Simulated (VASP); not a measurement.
Wanted: the native input for a VASP 6.6.1 run.

| Property | Result |
| --- | --- |
| Task | single point |
| Functional | PBEsol |
| Potentials or basis | VASP PAW PBE potentials, release 64 (Sc_sv, Al) |
| Cutoff | 520 eV |
| k mesh | 12 × 12 × 12 |
| Occupations | gaussian, width 0.15 eV |
| Spin | no spin polarisation |
| Dipole correction | no |
| Further INCAR settings | ALGO = Fast; EDIFF = 1e-06; NBANDS = 18 |

The structure of ScAl3 lies in POSCAR:

```
ScAl3
1.0
    4.2341505607      0.0000000000      0.0000000000
    0.0000000000      4.2341505607      0.0000000000
    0.0000000000      0.0000000000      4.3970025054
Sc Al
1 3
Direct
    0.0000000000      0.0000000000      0.0000000000
    0.5000000000      0.0000000000      0.5000000000
    0.0000000000      0.5000000000      0.5000000000
    0.5000000000      0.5000000000      0.0000000000
```

This cell differs from its parent crystal: strain +0.040 along x and y, +0.080 along z.

The input as run:

INCAR

```
SYSTEM = ScAl3
ALGO = Fast
EDIFF = 1E-6
ENCUT = 520
GGA = PS
ISIF = 2
ISMEAR = 0
LASPH = .True.
LCHARG = .False.
LREAL = .False.
LWAVE = .False.
NBANDS = 18
NELM = 80
PREC = Accurate
SIGMA = 0.15
```

KPOINTS

```
k-points
0
Gamma
  12 12 12
  0 0 0
```

Potentials or basis: VASP PAW PBE potentials, release 64 (Sc_sv, Al).

Launch:

```sh
$ cat potpaw_PBE.64/Sc_sv/POTCAR potpaw_PBE.64/Al/POTCAR > POTCAR
$ mpirun -np 1 vasp_std > vasp.out
```

It gave:

```
Pressure               : -10.2 GPa
Band gap on the k mesh : zero (bands 10 and 11 overlap by 3.35 eV)
```

Caveat: the cell differs from its parent crystal (strain +0.040 along x and y, +0.080 along z); the cell stands under tension; the PAW data sets were made with another functional, which shifts forces and pressure a little.

Run time: 3.1 min on 1 thread of Intel(R) Xeon(R) Platinum 8488C (Sapphire Rapids), with other jobs on the host, peak memory 0.38 GiB.
